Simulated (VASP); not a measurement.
# PbO (P4/nmm) in VASP: a series of runs, part 3 of 3

VASP 6.6.1. The steps go on from the part before.

**5. Electric field gradients, LDA (zz strain of -1 %)**

INCAR

```
PREC = Accurate
ENCUT = 520
EDIFF = 1E-8
ISMEAR = -1
SIGMA = 0.03
LREAL = F
LASPH = T
NELM = 80
ALGO = Normal
ISIF = 2
LWAVE = F
LCHARG = F
LEFG = T
NBANDS = 28
```

KPOINTS

```
regular mesh
0
Gamma
  7 7 6
```

POSCAR

```
PbO
1.0
    3.9744000000      0.0000000000      0.0000000000
    0.0000000000      3.9744000000      0.0000000000
    0.0000000000      0.0000000000      4.9717800000
Pb O
2 2
Direct
    0.0000000000      0.5000000000      0.2351000000
    0.5000000000      0.0000000000      0.7649000000
    0.0000000000      0.0000000000      0.0000000000
    0.5000000000      0.5000000000      0.0000000000
```

Potentials or basis: VASP PAW LDA potentials, release 64 (Pb_d, O).

Command:

```
$ cat potpaw_LDA.64/Pb_d/POTCAR potpaw_LDA.64/O/POTCAR > POTCAR
$ mpirun -np 1 vasp_std > vasp.out
```

OUTCAR:

```text
PREC = Accurate
   ENCUT = 520
   EDIFF = 1E-8
   ISMEAR = -1
   LREAL = F
   LASPH = T
   NELM = 80
   ISIF = 2

 ion  position               nearest neighbor table
   1  0.000  0.500  0.235-   3 2.31   4 2.31   3 2.31   4 2.31   2 3.66   2 3.66   2 3.66   2 3.66
                             2 3.85   2 3.85   2 3.85   2 3.85
   2  0.500  0.000  0.765-   3 2.31   4 2.31   4 2.31   3 2.31   1 3.66   1 3.66   1 3.66   1 3.66
                             1 3.85   1 3.85   1 3.85   1 3.85
   3  0.000  0.000  0.000-   1 2.31   2 2.31   1 2.31   2 2.31
   4  0.500  0.500  0.000-   1 2.31   2 2.31   2 2.31   1 2.31

  LATTYP: Found a simple tetragonal cell.
 ALAT       =     3.9744000000
 C/A-ratio  =     1.2509510870

  Lattice vectors:
[... 975 lines left out ...]
---------------------------------------------------------------------
   1     110.841   110.841  -221.683     0.000     0.000    -0.000
   2     110.841   110.841  -221.683     0.000     0.000    -0.000
   3       2.599     2.599    -5.199    -0.000    -0.000     0.000
   4       2.599     2.599    -5.199     0.000     0.000    -0.000
---------------------------------------------------------------------

 Electric field gradients after diagonalization (V/A^2)
 (convention: |V_zz| > |V_xx| > |V_yy|)
----------------------------------------------------------------------
 ion       V_xx      V_yy      V_zz     asymmetry (V_yy - V_xx)/ V_zz
----------------------------------------------------------------------
   1     110.841   110.841  -221.683       0.000
   2     110.841   110.841  -221.683       0.000
   3       2.599     2.599    -5.199       0.000
   4       2.599     2.599    -5.199       0.000
----------------------------------------------------------------------

           NMR quadrupolar parameters

 Cq : quadrupolar parameter    Cq=e*Q*V_zz/h
 eta: asymmetry parameters     (V_yy - V_xx)/ V_zz
 Q  : nuclear electric quadrupole moment in mb (millibarn)
----------------------------------------------------------------------
 ion       Cq(MHz)       eta       Q (mb)
----------------------------------------------------------------------
   1      -0.536       0.000       1.000
   2      -0.536       0.000       1.000
   3      -0.013       0.000       1.000
   4      -0.013       0.000       1.000
----------------------------------------------------------------------
```

OSZICAR:

```text
N       E                     dE             d eps       ncg     rms          rms(c)
DAV:   1     0.461128199122E+03    0.46113E+03   -0.19831E+04  2240   0.170E+03
DAV:   2     0.318865228732E+02   -0.42924E+03   -0.41115E+03  2296   0.452E+02
DAV:   3    -0.260764497984E+02   -0.57963E+02   -0.56517E+02  2840   0.181E+02
DAV:   4    -0.287155798292E+02   -0.26391E+01   -0.26277E+01  2636   0.402E+01
DAV:   5    -0.287934534489E+02   -0.77874E-01   -0.77867E-01  2544   0.750E+00    0.119E+01
DAV:   6    -0.246775481343E+02    0.41159E+01   -0.23338E+01  3304   0.394E+01    0.531E+00
DAV:   7    -0.244649217356E+02    0.21263E+00   -0.27882E+00  2804   0.119E+01    0.240E+00
DAV:   8    -0.244094924612E+02    0.55429E-01   -0.56323E-01  2448   0.472E+00    0.808E-01
DAV:   9    -0.243965250673E+02    0.12967E-01   -0.59375E-02  3596   0.202E+00    0.230E-01
DAV:  10    -0.243973019434E+02   -0.77688E-03   -0.11195E-02  2660   0.730E-01    0.886E-02
DAV:  11    -0.243970400606E+02    0.26188E-03   -0.19480E-03  3848   0.362E-01    0.569E-02
DAV:  12    -0.243970057606E+02    0.34300E-04   -0.18351E-04  3312   0.124E-01    0.313E-02
DAV:  13    -0.243969947538E+02    0.11007E-04   -0.61696E-05  2892   0.541E-02    0.391E-03
DAV:  14    -0.243969947696E+02   -0.15852E-07   -0.23244E-06  3268   0.191E-02    0.303E-03
DAV:  15    -0.243969946223E+02    0.14734E-06   -0.47603E-07  3136   0.666E-03    0.538E-04
DAV:  16    -0.243969946215E+02    0.80399E-09   -0.39401E-08  2352   0.162E-03
   1 F= -.24396995E+02 E0= -.24396995E+02  d E =-.200271E-10
```

stdout:

```text
POSCAR found type information on POSCAR PbO
 POSCAR found :  2 types and       4 ions
 scaLAPACK will be used
 LDA part: xc-table for (Slater(with rela. corr.)+CA(PZ))
 , standard interpolation
 POSCAR, INCAR and KPOINTS ok, starting setup
 FFT: planning ... GRIDC
 FFT: planning ... GRID_SOFT
 FFT: planning ... GRID
 WAVECAR not read
 entering main loop
ion   1

ion   2

ion   3

ion   4
```

Wall time 2.2 min (1 thread of AMD EPYC 7R43 (Zen 3), shared host); peak memory 0.17 GiB.

What came out:

- Free energy: -24.3970 eV
- Pressure: -0.9 GPa
- Largest force: 0.083 eV/Å
- Band gap on the k mesh: 1.45 eV, indirect (least direct gap 2.22 eV)

Forces in eV/Å, atoms in the order of the input:
```
Pb   0.000  0.000  0.083
Pb   0.000  0.000 -0.083
O    0.000  0.000  0.000
O    0.000  0.000  0.000
```

Stress tensor (GPa, compression positive):
```
-1.13  0.00  0.00
 0.00 -1.13  0.00
 0.00  0.00 -0.35
```

Electric field gradients, principal values (V/Å²):
| atom | least | middle | greatest (by size) |
| --- | --- | --- | --- |
| 1 Pb | 110.841 | 110.841 | -221.683 |
| 2 Pb | 110.841 | 110.841 | -221.683 |
| 3 O | 2.599 | 2.599 | -5.199 |
| 4 O | 2.599 | 2.599 | -5.199 |

Caveat: the cell differs from its parent crystal (zz strain of -1 %); without QUAD_EFG the Cq values of the log hold for a quadrupole moment of 1 mb, not for the nuclei; spin-orbit coupling is left out, which moves the levels of the heavy elements. A k mesh can miss the band edges.

**6. Electric field gradients, LDA (volume scaled by 1.02)**

INCAR

```
PREC = Accurate ; ENCUT = 520
EDIFF = 1E-8 ; ISMEAR = -1
SIGMA = 0.03 ; LREAL = F
LASPH = T ; NELM = 60
ALGO = Normal ; ISIF = 2
LWAVE = F ; LCHARG = F
GGA = CA ; LEFG = T
NBANDS = 28
```

KPOINTS is that of step 5.

POSCAR

```
PbO
1.0
    4.0007212969      0.0000000000      0.0000000000
    0.0000000000      4.0007212969      0.0000000000
    0.0000000000      0.0000000000      5.0552592474
Pb O
2 2
Direct
    0.0000000000      0.5000000000      0.2351000000
    0.5000000000      0.0000000000      0.7649000000
    0.0000000000      0.0000000000      0.0000000000
    0.5000000000      0.5000000000      0.0000000000
```

Potentials or basis: VASP PAW LDA potentials, release 64 (Pb_d, O).

Command:

```
$ cat potpaw_LDA.64/Pb_d/POTCAR potpaw_LDA.64/O/POTCAR > POTCAR
$ mpirun -np 1 vasp_std > vasp.out
```

OUTCAR:

```text
PREC = Accurate
   ENCUT = 520
   EDIFF = 1E-8
   ISMEAR = -1
   LREAL = F
   LASPH = T
   NELM = 60
   ISIF = 2
   GGA = CA

 ion  position               nearest neighbor table
   1  0.000  0.500  0.235-   3 2.33   4 2.33   3 2.33   4 2.33   2 3.69   2 3.69   2 3.69   2 3.69
                             2 3.90   2 3.90   2 3.90   2 3.90
   2  0.500  0.000  0.765-   3 2.33   4 2.33   4 2.33   3 2.33   1 3.69   1 3.69   1 3.69   1 3.69
                             1 3.90   1 3.90   1 3.90   1 3.90
   3  0.000  0.000  0.000-   1 2.33   2 2.33   1 2.33   2 2.33
   4  0.500  0.500  0.000-   1 2.33   2 2.33   2 2.33   1 2.33

  LATTYP: Found a simple tetragonal cell.
 ALAT       =     4.0007212969
 C/A-ratio  =     1.2635869565

  Lattice vectors:

 A1 = (   4.0007212969,   0.0000000000,   0.0000000000)
 A2 = (   0.0000000000,   4.0007212969,   0.0000000000)
 A3 = (   0.0000000000,   0.0000000000,   5.0552592474)

Analysis of symmetry for initial positions (statically):
=====================================================================
[... 952 lines left out ...]
      0.00000      2.00036      1.18849         0.000000      0.000000     -0.357658
      2.00036      0.00000      3.86677         0.000000      0.000000      0.357658
      0.00000      0.00000      0.00000         0.000000     -0.000000      0.000000
      2.00036      2.00036      0.00000         0.000000      0.000000      0.000000
 -----------------------------------------------------------------------------------
    total drift:                                0.000000      0.000000     -0.000000

  FREE ENERGIE OF THE ION-ELECTRON SYSTEM (eV)
  ---------------------------------------------------
  free  energy   TOTEN  =       -24.3711903807 eV

  energy  without entropy=      -24.3711903807  energy(sigma->0) =      -24.37119038

 Electric field gradients (V/A^2)
---------------------------------------------------------------------
 ion       V_xx      V_yy      V_zz      V_xy      V_xz      V_yz
---------------------------------------------------------------------
   1     109.442   109.442  -218.884    -0.000    -0.000     0.000
   2     109.442   109.442  -218.884     0.000     0.000     0.000
   3       1.351     1.351    -2.703     0.000     0.000    -0.000
   4       1.351     1.351    -2.703    -0.000     0.000    -0.000
---------------------------------------------------------------------

 Electric field gradients after diagonalization (V/A^2)
 (convention: |V_zz| > |V_xx| > |V_yy|)
----------------------------------------------------------------------
 ion       V_xx      V_yy      V_zz     asymmetry (V_yy - V_xx)/ V_zz
----------------------------------------------------------------------
   1     109.442   109.442  -218.884       0.000
   2     109.442   109.442  -218.884       0.000
   3       1.351     1.351    -2.703       0.000
   4       1.351     1.351    -2.703       0.000
----------------------------------------------------------------------

           NMR quadrupolar parameters

 Cq : quadrupolar parameter    Cq=e*Q*V_zz/h
 eta: asymmetry parameters     (V_yy - V_xx)/ V_zz
 Q  : nuclear electric quadrupole moment in mb (millibarn)
----------------------------------------------------------------------
 ion       Cq(MHz)       eta       Q (mb)
----------------------------------------------------------------------
   1      -0.529       0.000       1.000
   2      -0.529       0.000       1.000
   3      -0.007       0.000       1.000
   4      -0.007       0.000       1.000
----------------------------------------------------------------------
```

stdout:

```text
POSCAR found type information on POSCAR PbO
 POSCAR found :  2 types and       4 ions
 scaLAPACK will be used
 LDA part: xc-table for (Slater(with rela. corr.)+CA(PZ))
 , standard interpolation
 POSCAR, INCAR and KPOINTS ok, starting setup
 FFT: planning ... GRIDC
 FFT: planning ... GRID_SOFT
 FFT: planning ... GRID
 WAVECAR not read
 entering main loop
ion   1

ion   2

ion   3

ion   4
```

Run time: 2.5 min. Hardware: 1 thread of AMD EPYC 7R43 (Zen 3), shared host; peak memory 0.17 GiB.

Results:

```yaml
Free_energy: -24.3712 eV
Pressure: -3.2 GPa
Largest_force: 0.358 eV/Å
Band_gap_on_the_k_mesh: 1.47 eV, indirect (least direct gap 2.19 eV)
```

Forces in eV/Å, atoms in the order of the input:
```
Pb   0.000  0.000 -0.358
Pb   0.000  0.000  0.358
O    0.000  0.000  0.000
O    0.000  0.000  0.000
```

Stress tensor (GPa, compression positive):
```
-3.44  0.00  0.00
 0.00 -3.44  0.00
 0.00  0.00 -2.68
```

Electric field gradients, principal values (V/Å²):
```
atom    least   middle  greatest (by size)
1 Pb  109.442  109.442            -218.884
2 Pb  109.442  109.442            -218.884
 3 O    1.351    1.351              -2.703
 4 O    1.351    1.351              -2.703
```

Caveat: without QUAD_EFG the Cq values of the log hold for a quadrupole moment of 1 mb, not for the nuclei; spin-orbit coupling is left out, which moves the levels of the heavy elements. A k mesh can miss the band edges.

**7. Summary**

```csv
cell,gap on the mesh (eV),pressure (GPa),largest force (eV/Å)
"a = 3.974, b = 3.974, c = 4.922 Å, 4 atoms",1.46,-0.1,0.26
"a = 3.961, b = 3.961, c = 5.005 Å, 4 atoms",1.43,-0.8,0.04
"a = 3.974, b = 3.974, c = 4.972 Å, 4 atoms",1.45,-0.9,0.08
"a = 4.001, b = 4.001, c = 5.055 Å, 4 atoms",1.47,-3.2,0.36
```

Alike in all rows: task electric field gradients; level LDA; potentials or basis VASP PAW LDA potentials, release 64 (Pb_d, O); no spin polarisation; k mesh 7 × 7 × 6; cutoff (eV) 520; smearing fermi-dirac 0.03 eV.

Caveats: spin-orbit coupling is left out, which moves the levels of the heavy elements.

Absolute energies hang on the potentials; compare differences alone.
